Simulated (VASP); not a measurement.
Set up this calculation in VASP 6.6.1, as the native input.

- Task: single point
- Functional: PBE
- Potentials or basis: VASP PAW PBE potentials, release 64 (C)
- Cutoff: 520 eV
- k mesh: 16 × 16 × 10
- Occupations: gaussian, width 0.1 eV
- Spin: no spin polarisation
- Dipole correction: no
- Further INCAR settings: ALGO = Normal; EDIFF = 1e-07; NBANDS = 21

The structure of C lies in POSCAR:

```
C
1.0
    3.5640343473     -1.2376821566      0.0016591741
    3.5640343473      1.2376821566      0.0016591741
   -3.0732863522      0.0000000000      4.3416488811
C
6
Direct
    0.8239403917      0.8239403917      0.8422495766
    0.1760596083      0.1760596083      0.1577504234
    0.0203143624      0.0203143624      0.8079060717
    0.5690624170      0.5690624170      0.6754929292
    0.4309375830      0.4309375830      0.3245070708
    0.9796856376      0.9796856376      0.1920939283
```

These files were run (other wordings do the same):

INCAR

```
SYSTEM = C
PREC     = Accurate       ! precision mode
ENCUT    = 520            ! plane-wave cutoff, eV
EDIFF    = 1E-7           ! SCF threshold, eV
ISMEAR   = 0              ! smearing method
SIGMA    = 0.1            ! smearing width, eV
LREAL    = .False.        ! projectors in reciprocal space
LASPH    = .True.         ! aspherical terms in the spheres
NELM     = 80             ! most SCF steps
ALGO     = Normal         ! electronic algorithm
ISIF     = 2              ! what is computed and relaxed
LWAVE    = .False.        ! write WAVECAR
LCHARG   = .False.        ! write CHGCAR
GGA      = PE             ! functional
NBANDS   = 21             ! bands
```

KPOINTS

```
Automatic mesh
0
Gamma
  16 16 10
  0 0 0
```

Potentials or basis: VASP PAW PBE potentials, release 64 (C).

The run is started by

```console
$ cat potpaw_PBE.64/C/POTCAR > POTCAR
$ mpirun -np 1 vasp_std > vasp.out
```

It gave:

```yaml
Pressure: 0.6 GPa
Largest_force: 0.033 eV/Å
Band_gap_on_the_k_mesh: zero (band 12 reaches 12.41 eV, above the bottom of band 13 at 6.04 eV)
```

Wall time 8.9 min on 1 thread of Intel(R) Xeon(R) Platinum 8259CL CPU @ 2.50GHz (Skylake/Cascade Lake), with other jobs on the host, peak memory 0.47 GiB.
